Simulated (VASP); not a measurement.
# Ag (Fm-3m) in VASP: notebook

Ag is run at these levels: PBE+D3(BJ), BLYP, PBEsol, PBE exchange alone; tasks: single point.

Everything below comes from runs of VASP 6.6.1. Logs are shortened: lines on timing, memory, paths and dates and some standing lists are left out, and cuts for length are marked.

**1. The cell of the first run**

It takes space group Fm-3m (No. 225, cubic). Conventional cell: a = 4.084 Å, b = 4.084 Å, c = 4.084 Å, α = 90.00°, β = 90.00°, γ = 90.00°. Ag (site symmetry m-3m) has 12 Ag at 2.89 Å within 3.8 Å.

**2. Single point, PBE+D3(BJ)**

INCAR reads:

```
SYSTEM = Ag
ALGO = Normal
EDIFF = 1E-6
ENCUT = 520
GGA = PE
ISIF = 2
ISMEAR = -1
IVDW = 12
LASPH = .TRUE.
LCHARG = .FALSE.
LREAL = .FALSE.
LWAVE = .FALSE.
NBANDS = 12
NELM = 60
PREC = Accurate
SIGMA = 0.05
```

KPOINTS reads:

```
k-points
0
G
  11 11 11
  0 0 0
```

POSCAR reads:

```
Ag
1.0
    0.0000000000      2.0422063290      2.0422063290
    2.0422063290      0.0000000000      2.0422063290
    2.0422063290      2.0422063290      0.0000000000
Ag
1
Direct
    0.0000000000      0.0000000000      0.0000000000
```

Potentials or basis: VASP PAW PBE potentials, release 64 (Ag).

The run is started by

```
$ cat potpaw_PBE.64/Ag/POTCAR > POTCAR
$ mpirun -np 1 vasp_std > vasp.out
```

OUTCAR:

```text
SYSTEM = Ag
   EDIFF = 1E-6
   ENCUT = 520
   GGA = PE
   ISIF = 2
   ISMEAR = -1
   IVDW = 12
   LASPH = .TRUE.
   LREAL = .FALSE.
   NELM = 60
   PREC = Accurate
 IVDW          = 12

 ion  position               nearest neighbor table
   1  0.000  0.000  0.000-

  LATTYP: Found a face centered cubic cell.
 ALAT       =     4.0844126580

  Lattice vectors:

 A1 = (   0.0000000000,   2.0422063290,   2.0422063290)
 A2 = (   2.0422063290,   0.0000000000,   2.0422063290)
 A3 = (   2.0422063290,   2.0422063290,   0.0000000000)

Analysis of symmetry for initial positions (statically):
=====================================================================
 Subroutine PRICEL returns:
 Original cell was already a primitive cell.

 Routine SETGRP: Setting up the symmetry group for a
 face centered cubic supercell.

 Subroutine GETGRP returns: Found 48 space group operations
 (whereof 48 operations were pure point group operations)
 out of a pool of 48 trial point group operations.

The static configuration has the point symmetry O_h .

Analysis of symmetry for dynamics (positions and initial velocities):
=====================================================================
 Subroutine PRICEL returns:
 Original cell was already a primitive cell.

 Routine SETGRP: Setting up the symmetry group for a
 face centered cubic supercell.

 Subroutine GETGRP returns: Found 48 space group operations
 (whereof 48 operations were pure point group operations)
 out of a pool of 48 trial point group operations.

The dynamic configuration has the point symmetry O_h .

 Subroutine INISYM returns: Found 48 space group operations
 (whereof 48 operations are pure point group operations),
 and found     1 'primitive' translations

----------------------------------------------------------------------------------------

                                     Primitive cell

  volume of cell :      17.0345

  direct lattice vectors                    reciprocal lattice vectors
     0.000000000  2.042206329  2.042206329    -0.244833244  0.244833244  0.244833244
     2.042206329  0.000000000  2.042206329     0.244833244 -0.244833244  0.244833244
     2.042206329  2.042206329  0.000000000     0.244833244  0.244833244 -0.244833244

  length of vectors
     2.888115888  2.888115888  2.888115888     0.424063618  0.424063618  0.424063618

  position of ions in fractional coordinates (direct lattice)
     0.000000000  0.000000000  0.000000000

  ion indices of the primitive-cell ions
   primitive index   ion index
                 1           1

----------------------------------------------------------------------------------------

 KPOINTS: k-points

Automatic generation of k-mesh.
 Grid dimensions read from file:
 generate k-points for:   11   11   11

 Generating k-lattice:

  Cartesian coordinates                     Fractional coordinates (reciprocal lattice)
    -0.022257568  0.022257568  0.022257568     0.090909091  0.000000000  0.000000000
     0.022257568 -0.022257568  0.022257568     0.000000000  0.090909091  0.000000000
     0.022257568  0.022257568 -0.022257568     0.000000000  0.000000000  0.090909091

  Length of vectors
     0.038551238  0.038551238  0.038551238

  Shift w.r.t. Gamma in fractional coordinates (k-lattice)
     0.000000000  0.000000000  0.000000000

 Subroutine IBZKPT returns following result:
 ===========================================

 Found     56 irreducible k-points:

 Following reciprocal coordinates:
            Coordinates               Weight
  0.000000  0.000000  0.000000      1.000000
  0.090909  0.000000  0.000000      8.000000
  0.181818  0.000000  0.000000      8.000000
  0.272727  0.000000  0.000000      8.000000
  0.363636  0.000000  0.000000      8.000000
  0.454545  0.000000  0.000000      8.000000
[... 16 lines left out ...]
 -0.272727  0.181818  0.000000     24.000000
 -0.181818  0.181818  0.000000     12.000000
 [... further k-points ...]
   k-points           NKPTS =     56   k-points in BZ     NKDIM =     56   number of bands    NBANDS=     12
   number of dos      NEDOS =    301   number of ions     NIONS =      1
   total plane-waves  NPLWV =  13824
   dimension x,y,z NGX =    24 NGY =   24 NGZ =   24
   dimension x,y,z NGXF=    48 NGYF=   48 NGZF=   48
   ions per type =               1
   NGX,Y,Z   is equivalent  to a cutoff of  13.81, 13.81, 13.81 a.u.
   NGXF,Y,Z  is equivalent  to a cutoff of  27.63, 27.63, 27.63 a.u.
 SYSTEM =  Ag
   PREC   = accura    normal or accurate (medium, high low for compatibility)
   ISTART =      0    job   : 0-new  1-cont  2-samecut
   ICHARG =      2    charge: 1-file 2-atom 10-const
   ISPIN  =      1    spin polarized calculation?
   LNONCOLLINEAR =      F non collinear calculations
   LSORBIT =      F    spin-orbit coupling
   LASPH  =      T    aspherical Exc in radial PAW
   ENCUT  =  520.0 eV  38.22 Ry    6.18 a.u.   5.37  5.37  5.37*2*pi/ulx,y,z
   NELM   =     60;   NELMIN=  2; NELMDL= -5     # of ELM steps
   EDIFF  = 0.1E-05   stopping-criterion for ELM
   LREAL  =      F    real-space projection
   EDIFFG = 0.1E-04   stopping-criterion for IOM
   NSW    =      0    number of steps for IOM
   IBRION =     -1    ionic relax: 0-MD 1-quasi-New 2-CG
   NFREE  =      0    steps in history (QN), initial steepest desc. (CG)
   ISIF   =      2    stress and relaxation
   ISYM   =      2    0-nonsym 1-usesym 2-fastsym
   POTIM  = 0.5000    time-step for ionic-motion
   TEBEG  =    0.0;   TEEND  =   0.0 temperature during run
   PSTRESS=    0.0 pullay stress
   NELECT =      11.0000    total number of electrons
   NUPDOWN=      -1.0000    fix difference up-down
   EMIN   =  10.00;   EMAX   =-10.00  energy-range for DOS
   EFERMI =   0.00;   METHOD = LEGACY
   ISMEAR =    -1;   SIGMA  =   0.05  broadening in eV -4-tet -1-fermi 0-gaus
   EFERMI_NEDOS =   21; number of points for ismear=-14 and -15
   IALGO  =     38    algorithm
   IMIX   =      4    mixing-type and parameters
     AMIX     =   0.40;   BMIX     =  1.00
     AMIX_MAG =   1.60;   BMIX_MAG =  1.00
  volume/ion in A,a.u.               =      17.03       114.95
  Fermi-wavevector in a.u.,A,eV,Ry     =   1.415021  2.674001 27.242720  2.002283
  Thomas-Fermi vector in A             =   2.536502
   LORBIT       =      0    0 simple, 1 ext, 2 COOP (PROOUT), +10 PAW based schemes
   GGA     = PE    functional components
   LHFCALC =     F    Hartree Fock is set to
   AEXX    =    0.0000 exact exchange contribution
   IVDW    =    12    specifies the selected vdW correction
   LEPSILON=     F    determine dielectric tensor
   LRPA    =     F    only Hartree local field effects (RPA)
 non-spin polarized calculation
  energy-cutoff  :      520.00
  volume of cell :       17.03
 maximum number of plane-waves:       473
 NGX is ok and might be reduce to    24
   NGX = 11   NGY = 11   NGZ = 11

 number of electron      10.9999999 magnetization

 Free energy of the ion-electron system (eV)
  ---------------------------------------------------
  ext. energy  EPLUGINS =         0.00000000
  ---------------------------------------------------
  free energy    TOTEN  =        -2.71022779 eV

  energy without entropy =       -2.70742826  energy(sigma->0) =       -2.70882803

 E-fermi :   8.6902     XC(G=0): -12.2171

 val. band max:        8.6518150482   @ k =  -0.4545   0.0909   0.0000
 cond. band min:       8.7448018726   @ k =   0.4545   0.3636   0.0000
 fundamental gap:      0.0929868244
 Fermi energy:         8.6901934055

 k-point     1 :       0.0000    0.0000    0.0000
  band No.  band energies     occupation
      1       0.6677      2.00000
      2       3.6253      2.00000
      3       3.6253      2.00000
      4       3.6253      2.00000
      5       4.6603      2.00000
      6       4.6603      2.00000
      7      24.4691      0.00000
      8      28.0534      0.00000
      9      28.0534      0.00000
     10      28.0534      0.00000
     11      32.8632      0.00000
     12      34.0068      0.00000

 k-point     2 :       0.0909    0.0000    0.0000
  band No.  band energies     occupation
      1       0.9231      2.00000
      2       3.5703      2.00000
      3       3.6937      2.00000
      4       3.6937      2.00000
      5       4.6361      2.00000
      6       4.6361      2.00000
      7      24.4324      0.00000
      8      26.2641      0.00000
      9      28.1542      0.00000
     10      28.1542      0.00000
     11      32.4793      0.00000
     12      33.6707      0.00000

 k-point     3 :       0.1818    0.0000    0.0000
  band No.  band energies     occupation
      1       1.5874      2.00000
      2       3.5369      2.00000
      3       3.8163      2.00000
      4       3.8163      2.00000
      5       4.6455      2.00000
      6       4.6455      2.00000
      7      22.1975      0.00000
      8      25.3349      0.00000
      9      28.2841      0.00000
     10      28.2841      0.00000
     11      31.2726      0.00000
     12      32.5840      0.00000
[... 286 lines left out ...]
 k-point    23 :      -0.2727    0.1818    0.0000
  band No.  band energies     occupation
      1       2.7810      2.00000
      2       3.4496      2.00000
      3       3.8844      2.00000
      4       4.1109      2.00000
      5       4.6785      2.00000
      6       7.0733      2.00000
      7      17.1094      0.00000
      8      20.2782      0.00000
      9      25.7949      0.00000
     10      27.3305      0.00000
     11      30.6207      0.00000
     12      33.1952      0.00000

 k-point    24 :      -0.1818    0.1818    0.0000
  band No.  band energies     occupation
      1       2.7005      2.00000
      2       3.2245      2.00000
      3       3.8407      2.00000
      4       4.2394      2.00000
      5       4.2707      2.00000
      6       5.8085      2.00000
      7      20.3811      0.00000
      8      20.7891      0.00000
      9      27.0777      0.00000
     10      28.8815      0.00000
     11      29.5693      0.00000
     12      33.0928      0.00000

 [... further k-points ...]

------------------------ aborting loop because EDIFF is reached ----------------------------------------

 Edisp (eV)   -0.58948

 E8    (eV) :    -0.2576

  FORCE on cell =-STRESS in cart. coord.  units (eV):
  Direction    XX          YY          ZZ          XY          YZ          ZX
  --------------------------------------------------------------------------------------
  -------------------------------------------------------------------------------------
  Total      -0.14725    -0.14725    -0.14725     0.00000     0.00000    -0.00000
  in kB     -13.84965   -13.84965   -13.84965     0.00000     0.00000    -0.00000
  external pressure =      -13.85 kB  Pullay stress =        0.00 kB

 VOLUME and BASIS-vectors are now :
 -----------------------------------------------------------------------------
  energy-cutoff  :      520.00
  volume of cell :       17.03
      direct lattice vectors                 reciprocal lattice vectors
     0.000000000  2.042206329  2.042206329    -0.244833244  0.244833244  0.244833244
     2.042206329  0.000000000  2.042206329     0.244833244 -0.244833244  0.244833244
     2.042206329  2.042206329  0.000000000     0.244833244  0.244833244 -0.244833244

 POSITION                                       TOTAL-FORCE (eV/Angst)
 -----------------------------------------------------------------------------------
      0.00000      0.00000      0.00000         0.000000      0.000000      0.000000
 -----------------------------------------------------------------------------------
    total drift:                               -0.000000      0.000000     -0.000000

  FREE ENERGIE OF THE ION-ELECTRON SYSTEM (eV)
  ---------------------------------------------------
  free  energy   TOTEN  =        -3.2997052225 eV

  energy  without entropy=       -3.2969056947  energy(sigma->0) =       -3.29830546
```

Run time: 4 s. Hardware: 1 thread of Intel Xeon 6975P-C (Granite Rapids), shared host; peak memory 0.15 GiB.

What came out:

| Quantity | Value |
| --- | --- |
| Free energy | -3.2997 eV |
| Pressure | -1.4 GPa |
| Band gap on the k mesh | zero (an odd number of electrons rules out a gap without spin polarisation) |
| Dispersion energy per atom | -0.589 eV |

Caveat: three body term missing.

**3. Single point, BLYP**

INCAR reads:

```
SYSTEM = Ag
PREC = Accurate
ENCUT = 520
EDIFF = 1E-7
ISMEAR = 0
SIGMA = 0.1
LREAL = .FALSE.
LASPH = .TRUE.
NELM = 80
ALGO = Fast
ISIF = 2
LWAVE = .FALSE.
LCHARG = .TRUE.
GGA = B5
ALDAX = 1.0
AGGAX = 1.0
AGGAC = 1.0
ALDAC = 0.0
LELF = .TRUE.
LVHAR = .TRUE.
NBANDS = 12
```

KPOINTS reads:

```
regular mesh
0
G
  16 16 16
  0 0 0
```

POSCAR reads:

```
Ag
1.0
    0.0000000000      2.0427500000      2.0427500000
    2.0427500000      0.0000000000      2.0427500000
    2.0427500000      2.0427500000      0.0000000000
Ag
1
Direct
    0.0000000000      0.0000000000      0.0000000000
```

Potentials or basis: VASP PAW PBE potentials, release 64 (Ag).

The run is started by

```
$ cat potpaw_PBE.64/Ag/POTCAR > POTCAR
$ mpirun -np 1 vasp_std > vasp.out
```

Wall time 14 s (1 thread of Intel Xeon 6975P-C (Granite Rapids), shared host); peak memory 0.15 GiB.

It converged, with:

| Item | Value |
| --- | --- |
| Free energy | -2.0185 eV |
| Pressure | 12.3 GPa |
| Band gap on the k mesh | zero (an odd number of electrons rules out a gap without spin polarisation) |

Levels at points of the mesh, in eV from the Fermi level:
```csv
k point,band 3,band 4,band 5,band 6,band 7,band 8,band 9,band 10
"(0.00, 0.00, 0.00)",-4.90,-4.90,-3.87,-3.87,16.29,19.64,19.64,19.64
"(0.50, 0.00, 0.00)",-4.92,-3.06,-3.06,-0.24,3.54,15.57,17.76,17.76
"(0.50, 0.50, 0.00)",-3.10,-2.85,-2.85,1.70,6.72,10.65,10.65,17.45
```

Caveat: the cell stands under pressure; the PAW data sets were made with another functional, which shifts forces and pressure a little.

**4. Single point, PBEsol, non-collinear spin, zero start, spin-orbit coupling**

INCAR reads:

```
SYSTEM = Ag
PREC     = Accurate       ! precision mode
ENCUT    = 520            ! plane-wave cutoff, eV
EDIFF    = 1E-6           ! SCF threshold, eV
ISMEAR   = 1              ! smearing method
SIGMA    = 0.1            ! smearing width, eV
LREAL    = .False.        ! projectors in reciprocal space
LASPH    = .True.         ! aspherical terms in the spheres
NELM     = 150            ! most SCF steps
ALGO     = Normal         ! electronic algorithm
ISIF     = 2              ! what is computed and relaxed
LWAVE    = .False.        ! write WAVECAR
LCHARG   = .False.        ! write CHGCAR
MAGMOM   = 0 0 0          ! initial moments
LORBIT   = 11             ! projections on sites
LSORBIT  = .True.         ! spin-orbit coupling
GGA_COMPAT= .False.      
LORBMOM  = .True.       
LMAXMIX  = 4              ! l up to which the mixer works
GGA      = PS             ! functional
NBANDS   = 22             ! bands
```

KPOINTS reads:

```
Automatic mesh
0
Gamma
  11 11 11
  0 0 0
```

POSCAR is that of step 3.

The run is started by

```
$ cat potpaw_PBE.64/Ag/POTCAR > POTCAR
$ mpirun -np 1 vasp_ncl > vasp.out
```

It took 16 s on 1 thread of Intel Xeon 6975P-C (Granite Rapids), shared host; peak memory 0.2 GiB.

The run converged. Its results:

```
Free energy                                           : -3.3359 eV
Pressure                                              : -3.3 GPa
Net moment                                            : 0.00 μB per cell
Valence electrons inside the program's atomic spheres : Ag 9.86
```

Moments on the atoms (μB; x, y, z):
```
Ag  0.00 0.00 0.00
```

Caveat: the cell stands under tension; the PAW data sets were made with another functional, which shifts forces and pressure a little.

[end of part 1 of 2]

The gap in the log of VASP goes by the Fermi energy; the results here count the filled bands.